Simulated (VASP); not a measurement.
# ZnSn2N2 (Ibam) in VASP: a series of runs

The runs below take ZnSn2N2 through single point, relaxation of cell and atoms, with PBE.

Program: VASP 6.6.1. These are calculated values, not measurements. Logs are shortened: lines on timing, memory, paths and dates and some standing lists are left out, and cuts for length are marked.

### 1 The cell of the first run

It takes space group Ibam (No. 72, orthorhombic). The conventional cell has a = 6.220 Å, b = 9.556 Å, c = 5.900 Å, α = 90.00°, β = 90.00°, γ = 90.00°. Within 2.8 Å of Zn (site symmetry 222) lie 4 N at 2.08 Å. Sn (site symmetry m) has 2 N at 2.12 to 2.18 Å within 2.8 Å. N (site symmetry m) has 2 Zn at 2.08 Å and 2 Sn at 2.12 to 2.18 Å within 2.8 Å.

### 2 Single point, PBE

INCAR reads:

```
PREC = Accurate
ENCUT = 520
EDIFF = 1E-7
ISMEAR = 0
SIGMA = 0.2
LREAL = False
LASPH = True
NELM = 60
ALGO = Normal
ISIF = 2
LWAVE = False
LCHARG = False
GGA = PE
NBANDS = 61
```

KPOINTS reads:

```
Automatic mesh
0
Gamma
  4 4 4
```

POSCAR reads:

```
ZnSn2N2
1.0
    0.0000000000      0.0000000000      5.8995269565
    6.2201455920      0.0000000000      0.0000000000
   -3.1100727960      4.7780262617     -2.9497634782
Zn Sn N
2 4 4
Direct
    0.2500000000      1.0000000000      1.0000000000
    0.7500000000      0.0000000000      0.0000000000
    0.6601970466      0.7129263489      0.3203940931
    0.1601970466      0.6074677442      0.3203940931
    0.8398029534      0.3925322558      0.6796059069
    0.3398029534      0.2870736511      0.6796059069
    0.3630687189      0.9713631593      0.7261374377
    0.8630687189      0.7547742784      0.7261374377
    0.1369312811      0.2452257216      0.2738625623
    0.6369312811      0.0286368407      0.2738625623
```

Potentials or basis: VASP PAW PBE potentials, release 64 (Zn, Sn_d, N).

Command:

```bash
> cat potpaw_PBE.64/Zn/POTCAR potpaw_PBE.64/Sn_d/POTCAR potpaw_PBE.64/N/POTCAR > POTCAR
> mpirun -np 1 vasp_std > vasp.out
```

OUTCAR:

```text
PREC = Accurate
   ENCUT = 520
   EDIFF = 1E-7
   ISMEAR = 0
   LREAL = False
   LASPH = True
   NELM = 60
   ISIF = 2
   GGA = PE

 ion  position               nearest neighbor table
   1  0.250  0.000  0.000-   8 2.08  10 2.08   9 2.08   7 2.08   2 2.95   2 2.95
   2  0.750  0.000  0.000-   7 2.08   9 2.08   8 2.08  10 2.08   1 2.95   1 2.95
   3  0.660  0.713  0.320-  10 2.12   8 2.18   4 3.02   4 3.02   6 3.13   5 3.55   5 3.55
   4  0.160  0.607  0.320-   9 2.12   7 2.18   3 3.02   3 3.02   5 3.13   6 3.55   6 3.55
   5  0.840  0.393  0.680-   8 2.12  10 2.18   6 3.02   6 3.02   4 3.13   3 3.55   3 3.55
   6  0.340  0.287  0.680-   7 2.12   9 2.18   5 3.02   5 3.02   3 3.13   4 3.55   4 3.55
   7  0.363  0.971  0.726-   2 2.08   1 2.08   6 2.12   4 2.18
   8  0.863  0.755  0.726-   1 2.08   2 2.08   5 2.12   3 2.18
   9  0.137  0.245  0.274-   2 2.08   1 2.08   4 2.12   6 2.18
  10  0.637  0.029  0.274-   1 2.08   2 2.08   3 2.12   5 2.18

  LATTYP: Found a body centered orthorhombic cell.
 ALAT       =     5.8995269565
 B/A-ratio  =     1.0543464989
 C/A-ratio  =     1.6197997897

  Lattice vectors:

 A1 = (   3.1100727960,  -4.7780262617,   2.9497634782)
 A2 = (  -3.1100727960,  -4.7780262617,  -2.9497634783)
 A3 = (   3.1100727960,   4.7780262617,  -2.9497634782)

Analysis of symmetry for initial positions (statically):
=====================================================================
 Subroutine PRICEL returns:
 Original cell was already a primitive cell.

 Routine SETGRP: Setting up the symmetry group for a
 body centered orthorhombic supercell.

 Subroutine GETGRP returns: Found  8 space group operations
 (whereof  4 operations were pure point group operations)
 out of a pool of  8 trial point group operations.

The static configuration has the point symmetry C_2h.
 The point group associated with its full space group is D_2h.

Analysis of symmetry for dynamics (positions and initial velocities):
=====================================================================
 Subroutine PRICEL returns:
 Original cell was already a primitive cell.

 Routine SETGRP: Setting up the symmetry group for a
 body centered orthorhombic supercell.

 Subroutine GETGRP returns: Found  8 space group operations
 (whereof  4 operations were pure point group operations)
 out of a pool of  8 trial point group operations.

The dynamic configuration has the point symmetry C_2h.
 The point group associated with its full space group is D_2h.

 Subroutine INISYM returns: Found  8 space group operations
 (whereof  4 operations are pure point group operations),
 and found     1 'primitive' translations

----------------------------------------------------------------------------------------

                                     Primitive cell

  volume of cell :     175.3341

  direct lattice vectors                    reciprocal lattice vectors
     0.000000000  0.000000000  5.899526956     0.000000000  0.104645720  0.169505116
     6.220145592  0.000000000  0.000000000     0.160767941  0.104645720  0.000000000
    -3.110072796  4.778026262 -2.949763478     0.000000000  0.209291441  0.000000000

  length of vectors
     5.899526956  6.220145592  6.418971283     0.199205198  0.191825592  0.209291441

  position of ions in fractional coordinates (direct lattice)
     0.250000000  0.000000000  0.000000000
     0.750000000  0.000000000  0.000000000
     0.660197047  0.712926349  0.320394093
     0.160197047  0.607467744  0.320394093
     0.839802953  0.392532256  0.679605907
     0.339802953  0.287073651  0.679605907
     0.363068719  0.971363159  0.726137438
     0.863068719  0.754774278  0.726137438
     0.136931281  0.245225722  0.273862562
     0.636931281  0.028636841  0.273862562

  ion indices of the primitive-cell ions
   primitive index   ion index
                 1           1
                 2           2
                 3           3
                 4           4
                 5           5
                 6           6
                 7           7
                 8           8
                 9           9
                10          10

----------------------------------------------------------------------------------------

 KPOINTS: Automatic mesh

Automatic generation of k-mesh.
 Grid dimensions read from file:
 generate k-points for:    4    4    4

 Generating k-lattice:

  Cartesian coordinates                     Fractional coordinates (reciprocal lattice)
     0.000000000  0.026161430  0.042376279     0.250000000  0.000000000  0.000000000
     0.040191985  0.026161430  0.000000000     0.000000000  0.250000000  0.000000000
     0.000000000  0.052322860  0.000000000     0.000000000  0.000000000  0.250000000

  Length of vectors
     0.049801300  0.047956398  0.052322860

  Shift w.r.t. Gamma in fractional coordinates (k-lattice)
     0.000000000  0.000000000  0.000000000

 Subroutine IBZKPT returns following result:
 ===========================================

 Found     18 irreducible k-points:

 Following reciprocal coordinates:
            Coordinates               Weight
  0.000000  0.000000  0.000000      1.000000
  0.250000  0.000000 -0.000000      4.000000
  0.500000  0.000000 -0.000000      2.000000
  0.000000  0.250000  0.000000      4.000000
  0.250000  0.250000 -0.000000      8.000000
  0.500000  0.250000 -0.000000      8.000000
[... 10 lines left out ...]
  0.500000  0.500000  0.250000      2.000000
  0.000000  0.000000  0.500000      1.000000
   k-points           NKPTS =     18   k-points in BZ     NKDIM =     18   number of bands    NBANDS=     61
   number of dos      NEDOS =    301   number of ions     NIONS =     10
   total plane-waves  NPLWV = 110592
   dimension x,y,z NGX =    48 NGY =   48 NGZ =   48
   dimension x,y,z NGXF=    96 NGYF=   96 NGZF=   96
   ions per type =               2   4   4
   NGX,Y,Z   is equivalent  to a cutoff of  13.53, 12.83, 12.43 a.u.
   NGXF,Y,Z  is equivalent  to a cutoff of  27.05, 25.66, 24.86 a.u.
 SYSTEM =  unknown system
   PREC   = accura    normal or accurate (medium, high low for compatibility)
   ISTART =      0    job   : 0-new  1-cont  2-samecut
   ICHARG =      2    charge: 1-file 2-atom 10-const
   ISPIN  =      1    spin polarized calculation?
   LNONCOLLINEAR =      F non collinear calculations
   LSORBIT =      F    spin-orbit coupling
   LASPH  =      T    aspherical Exc in radial PAW
   ENCUT  =  520.0 eV  38.22 Ry    6.18 a.u.  10.97 11.57 11.94*2*pi/ulx,y,z
   NELM   =     60;   NELMIN=  2; NELMDL= -5     # of ELM steps
   EDIFF  = 0.1E-06   stopping-criterion for ELM
   LREAL  =      F    real-space projection
   EDIFFG = 0.1E-05   stopping-criterion for IOM
   NSW    =      0    number of steps for IOM
   IBRION =     -1    ionic relax: 0-MD 1-quasi-New 2-CG
   NFREE  =      0    steps in history (QN), initial steepest desc. (CG)
   ISIF   =      2    stress and relaxation
   ISYM   =      2    0-nonsym 1-usesym 2-fastsym
   POTIM  = 0.5000    time-step for ionic-motion
   TEBEG  =    0.0;   TEEND  =   0.0 temperature during run
   PSTRESS=    0.0 pullay stress
   NELECT =     100.0000    total number of electrons
   NUPDOWN=      -1.0000    fix difference up-down
   EMIN   =  10.00;   EMAX   =-10.00  energy-range for DOS
   EFERMI =   0.00;   METHOD = LEGACY
   ISMEAR =     0;   SIGMA  =   0.20  broadening in eV -4-tet -1-fermi 0-gaus
   EFERMI_NEDOS =   21; number of points for ismear=-14 and -15
   IALGO  =     38    algorithm
   IMIX   =      4    mixing-type and parameters
     AMIX     =   0.40;   BMIX     =  1.00
     AMIX_MAG =   1.60;   BMIX_MAG =  1.00
  volume/ion in A,a.u.               =      17.53       118.32
  Fermi-wavevector in a.u.,A,eV,Ry     =   1.357645  2.565576 25.078240  1.843199
  Thomas-Fermi vector in A             =   2.484545
   LORBIT       =      0    0 simple, 1 ext, 2 COOP (PROOUT), +10 PAW based schemes
   GGA     = PE    functional components
   LHFCALC =     F    Hartree Fock is set to
   AEXX    =    0.0000 exact exchange contribution
   IVDW    =     0    specifies the selected vdW correction
   LEPSILON=     F    determine dielectric tensor
   LRPA    =     F    only Hartree local field effects (RPA)
 non-spin polarized calculation
 Gauss-broadening in eV      SIGMA  =   0.20
  energy-cutoff  :      520.00
  volume of cell :      175.33
 maximum number of plane-waves:      4742
 NGX is ok and might be reduce to    48
   NGX = 21   NGY = 23   NGZ = 23

 number of electron     100.0000022 magnetization

 Free energy of the ion-electron system (eV)
  ---------------------------------------------------
  ext. energy  EPLUGINS =         0.00000000
  ---------------------------------------------------
  free energy    TOTEN  =       -47.88881128 eV

  energy without entropy =      -47.84965092  energy(sigma->0) =      -47.86923110

 E-fermi :   5.7847     XC(G=0): -10.4160

 val. band max:        5.7166618044   @ k =   0.0000   0.5000   0.0000
 cond. band min:       5.7857593373   @ k =   0.0000   0.5000   0.0000
 fundamental gap:      0.0690975329
 Fermi energy:         5.7846989619

 k-point     1 :       0.0000    0.0000    0.0000
  band No.  band energies     occupation
      1     -15.6911      2.00000
      2     -15.6058      2.00000
      3     -15.5275      2.00000
      4     -15.5206      2.00000
      5     -15.5035      2.00000
      6     -15.4976      2.00000
[... 53 lines left out ...]
     60      11.8007      0.00000
     61      11.9044      0.00000

 k-point     2 :       0.2500    0.0000   -0.0000
  band No.  band energies     occupation
      1     -15.6605      2.00000
      2     -15.5908      2.00000
      3     -15.5252      2.00000
      4     -15.5167      2.00000
      5     -15.5164      2.00000
      6     -15.4895      2.00000
[... 53 lines left out ...]
     60      11.7291      0.00000
     61      12.0334      0.00000

 k-point     3 :       0.5000    0.0000   -0.0000
  band No.  band energies     occupation
      1     -15.5814      2.00000
      2     -15.5814      2.00000
      3     -15.5427      2.00000
      4     -15.5427      2.00000
      5     -15.5187      2.00000
      6     -15.5187      2.00000
[... 949 lines left out ...]
     60      10.4835      0.00000
     61      11.7640      0.00000

 k-point    18 :       0.0000    0.0000    0.5000
  band No.  band energies     occupation
      1     -15.6600      2.00000
      2     -15.6584      2.00000
      3     -15.5371      2.00000
      4     -15.5222      2.00000
      5     -15.5043      2.00000
      6     -15.4920      2.00000
[... 53 lines left out ...]
     60      10.9951      0.00000
     61      11.0330      0.00000

------------------------ aborting loop because EDIFF is reached ----------------------------------------

  FORCE on cell =-STRESS in cart. coord.  units (eV):
  Direction    XX          YY          ZZ          XY          YZ          ZX
  --------------------------------------------------------------------------------------
  -------------------------------------------------------------------------------------
  Total        0.1007151      0.2741011      0.1334081      0.0000000      0.0000000      0.0000000
  in kB        0.9203203      2.5046961      1.2190638      0.0000000      0.0000000      0.0000000
  external PRESSURE =       1.5480267 kB  Pullay stress =       0.0000000 kB

 VOLUME and BASIS-vectors are now :
 -----------------------------------------------------------------------------
  energy-cutoff  :      520.00
  volume of cell :      175.33
      direct lattice vectors                 reciprocal lattice vectors
     0.000000000  0.000000000  5.899526956     0.000000000  0.104645720  0.169505116
     6.220145592  0.000000000  0.000000000     0.160767941  0.104645720  0.000000000
    -3.110072796  4.778026262 -2.949763478     0.000000000  0.209291441  0.000000000

 POSITION                                       TOTAL-FORCE (eV/Angst)
 -----------------------------------------------------------------------------------
      0.00000      0.00000      1.47488        -0.000000      0.000000      0.000000
      0.00000      0.00000      4.42465        -0.000000      0.000000      0.000000
      3.43806      1.53085      2.94976        -0.000317      0.000789      0.000000
      2.78209      1.53085      0.00000         0.000317      0.000789      0.000000
      0.32798      3.24717      2.94976        -0.000317     -0.000789     -0.000000
     -0.32798      3.24717     -0.00000         0.000317     -0.000789     -0.000000
      3.78368      3.46950      0.00000         0.044870     -0.048899     -0.000000
      2.43647      3.46950      2.94976        -0.044870     -0.048899     -0.000000
      0.67361      1.30852     -0.00000         0.044870      0.048899      0.000000
     -0.67361      1.30852      2.94976        -0.044870      0.048899      0.000000
 -----------------------------------------------------------------------------------
    total drift:                               -0.000000      0.000000     -0.000000

  FREE ENERGIE OF THE ION-ELECTRON SYSTEM (eV)
  ---------------------------------------------------
  free  energy   TOTEN  =       -47.8888112761 eV

  energy  without entropy=      -47.8496509240  energy(sigma->0) =      -47.86923110
```

Run time: 2.5 min. Hardware: 1 thread of Intel Xeon 6975P-C (Granite Rapids), shared host; peak memory 0.41 GiB.

Results:

```yaml
Free_energy: -47.8888 eV
Pressure: 0.2 GPa
Largest_force: 0.066 eV/Å
Band_gap_on_the_k_mesh: zero (bands 50 and 51 overlap by 0.85 eV)
```

Forces in eV/Å, atoms in the order of the input:
```
Zn   0.000  0.000  0.000
Zn   0.000  0.000  0.000
Sn   0.000  0.001  0.000
Sn   0.000  0.001  0.000
Sn   0.000 -0.001  0.000
Sn   0.000 -0.001  0.000
N    0.045 -0.049  0.000
N   -0.045 -0.049  0.000
N    0.045  0.049  0.000
N   -0.045  0.049  0.000
```

Levels at points of the mesh, in eV from the Fermi level:
| k point | band 47 | band 48 | band 49 | band 50 | band 51 | band 52 | band 53 | band 54 |
| --- | --- | --- | --- | --- | --- | --- | --- | --- |
| (0.00, 0.00, 0.00) | -1.43 | -1.15 | -0.94 | -0.09 | 0.48 | 1.39 | 1.81 | 3.36 |
| (0.50, 0.00, 0.00) | -1.05 | -1.05 | -0.47 | -0.47 | 1.92 | 1.92 | 3.33 | 3.33 |
| (0.00, 0.50, 0.00) | -1.77 | -1.25 | -1.05 | -0.07 | 0.00 | 1.18 | 1.27 | 2.36 |
| (0.50, 0.50, 0.00) | -1.84 | -1.84 | -0.60 | -0.60 | 1.86 | 1.86 | 2.38 | 2.38 |
| (0.00, 0.00, 0.50) | -1.24 | -1.14 | -1.12 | -0.81 | -0.49 | 0.39 | 2.40 | 3.63 |

Caveat: spin-orbit coupling is left out, which moves the levels of the heavy elements.

### 3 Relaxation of cell and atoms, PBE

This run uses another cell than the first one, of 17.30 Å³/atom.

INCAR reads:

```
SYSTEM = ZnSn2N2
  PREC = Accurate
  ENCUT = 600
  EDIFF = 1E-6
  ISMEAR = 0
  SIGMA = 0.15
  LREAL = .False.
  LASPH = .True.
  NELM = 60
  ALGO = Normal
  ISIF = 3
  LWAVE = .False.
  LCHARG = .False.
  GGA = PE
  IBRION = 2
  NSW = 36
  EDIFFG = -0.08
```

KPOINTS reads:

```
Automatic mesh
0
Gamma
  3 3 3
  0 0 0
```

POSCAR reads:

```
ZnSn2N2
1.0
   -3.0000000000      5.1500000000      2.8000000000
    3.0000000000     -5.1500000000      2.8000000000
    3.0000000000      5.1500000000     -2.8000000000
Zn Sn N
2 4 4
Direct
    0.2500000000      0.2500000000      0.0000000000
    0.7500000000      0.7500000000      0.0000000000
    0.6700000000      0.8300000000      0.5000000000
    0.1700000000      0.6700000000      0.8400000000
    0.8300000000      0.3300000000      0.1600000000
    0.3300000000      0.1700000000      0.5000000000
    0.4000000000      0.6700000000      0.0700000000
    0.9000000000      0.8300000000      0.7300000000
    0.1000000000      0.1700000000      0.2700000000
    0.6000000000      0.3300000000      0.9300000000
```

Potentials or basis: VASP PAW PBE potentials, release 64 (Zn, Sn_d, N).

Command:

```bash
> cat potpaw_PBE.64/Zn/POTCAR potpaw_PBE.64/Sn_d/POTCAR potpaw_PBE.64/N/POTCAR > POTCAR
> mpirun -np 1 vasp_std > vasp.out
```

Run time: 44 min. Hardware: 1 thread of Intel Xeon 6975P-C (Granite Rapids), shared host; peak memory 0.47 GiB.

The run converged. Its results:

- Free energy: -47.9054 eV
- Relaxed volume: 17.62 Å³/atom
- Relaxed cell: a = 6.423 Å, b = 6.423 Å, c = 6.423 Å, α = 121.08°, β = 84.17°, γ = 125.82°
- Space group after relaxing (to 0.1 Å): Ibam (No. 72)
- Energy gained by relaxing: 466.4 meV/atom
- Ionic steps: 32
- Pressure after relaxing: -0.1 GPa
- Largest force after relaxing: 0.054 eV/Å
- Band gap on the k mesh: zero (bands 50 and 51 overlap by 0.58 eV)

Forces in eV/Å, atoms in the order of the input:
```
Zn   0.000  0.000  0.000
Zn   0.000  0.000  0.000
Sn  -0.001 -0.001  0.000
Sn   0.001 -0.001  0.000
Sn  -0.001  0.001  0.000
Sn   0.001  0.001  0.000
N   -0.005 -0.054  0.000
N    0.005 -0.054  0.000
N   -0.005  0.054  0.000
N    0.005  0.054  0.000
```

Stress tensor (GPa, compression positive):
```
-0.40  0.00  0.00
 0.00 -0.33  0.00
 0.00  0.00  0.31
```

Step by step:
| step | energy change (eV) | largest force (eV/Å) | pressure (GPa) | volume (Å³) |
| --- | --- | --- | --- | --- |
| 1 | 0.0000 | 1.6456 | -0.21 | 173.04 |
| 2 | -0.5996 | 0.9124 | -0.33 | 172.39 |
| 3 | -0.7226 | 0.7847 | 0.89 | 171.78 |
| 4 | -0.7302 | 0.6676 | 0.52 | 171.92 |
| 5 | -0.8623 | 0.5556 | -1.08 | 173.37 |
| 6 | -1.0315 | 0.3868 | -4.98 | 177.42 |
| 7 | -1.0820 | 0.3913 | -4.84 | 176.52 |
| 8 | -1.2275 | 0.4162 | -4.39 | 173.83 |
| 9 | -1.4760 | 0.4565 | -3.15 | 168.47 |
| 10 | -1.5639 | 0.5347 | 2.04 | 157.90 |
| 11 | -1.6189 | 0.4388 | -1.34 | 163.40 |
| 12 | -1.6345 | 0.3533 | -0.02 | 160.85 |
| 13 | -1.7505 | 0.5164 | 1.53 | 158.80 |
| 14 | -1.8079 | 0.8498 | 4.16 | 156.14 |
| 15 | -2.0110 | 0.9208 | 3.18 | 158.17 |
| 16 | -2.3116 | 1.0649 | 1.10 | 163.92 |
| 17 | -2.5827 | 0.9188 | -1.09 | 167.13 |
| 18 | -2.8311 | 1.3660 | -4.09 | 173.38 |
| 19 | -3.0668 | 1.3195 | -3.10 | 172.03 |
| 20 | -3.5391 | 1.2310 | 0.73 | 167.91 |
| 21 | -2.8244 | 2.4697 | 13.09 | 159.48 |
| 22 | -3.6196 | 1.2332 | 2.44 | 166.38 |
| 23 | -4.0173 | 0.9025 | 1.97 | 168.04 |
| 24 | -4.2430 | 0.9627 | 2.26 | 170.41 |
| 25 | -4.4068 | 0.7245 | -0.05 | 175.53 |
| 26 | -4.4652 | 0.5357 | -2.08 | 180.90 |
| 27 | -4.5914 | 0.3686 | -0.93 | 178.72 |
| 28 | -4.6064 | 0.4938 | -0.32 | 177.70 |
| 29 | -4.6489 | 0.2638 | 0.15 | 176.22 |
| 30 | -4.6590 | 0.1230 | 0.60 | 175.04 |
| 31 | -4.6636 | 0.0501 | -0.37 | 176.53 |
| 32 | -4.6640 | 0.0539 | -0.14 | 176.19 |

Final structure:
```cif
data_structure
_symmetry_space_group_name_H-M 'P 1'
_symmetry_Int_Tables_number 1
_cell_length_a 6.4234
_cell_length_b 6.4234
_cell_length_c 6.4234
_cell_angle_alpha 121.080
_cell_angle_beta 84.173
_cell_angle_gamma 125.824
_cell_volume 176.19
loop_
_atom_site_label
_atom_site_type_symbol
_atom_site_fract_x
_atom_site_fract_y
_atom_site_fract_z
_atom_site_occupancy
Zn1 Zn 0.25000 0.25000 0.00000 1
Zn2 Zn 0.75000 0.75000 0.00000 1
Sn1 Sn 0.66115 0.05375 0.71490 1
Sn2 Sn 0.16115 0.44625 0.60740 1
Sn3 Sn 0.83885 0.55375 0.39260 1
Sn4 Sn 0.33885 0.94625 0.28510 1
N1 N 0.36286 0.61297 0.97582 1
N2 N 0.86286 0.88703 0.74989 1
N3 N 0.13714 0.11297 0.25011 1
N4 N 0.63714 0.38703 0.02418 1
```

Levels at points of the mesh, in eV from the Fermi level:
| k point | band 48 | band 49 | band 50 | band 51 | band 52 | band 53 |
| --- | --- | --- | --- | --- | --- | --- |
| (0.00, 0.00, 0.00) | -1.04 | -0.79 | -0.05 | 0.53 | 1.38 | 1.72 |

Caveat: the k points lie up to 0.42 Å⁻¹ apart in the final cell, too coarse for converged energies and pressures of a metal; spin-orbit coupling is left out, which moves the levels of the heavy elements; the relaxation stopped at a loose force limit of 0.08 eV/Å, so its end isn't a converged minimum.
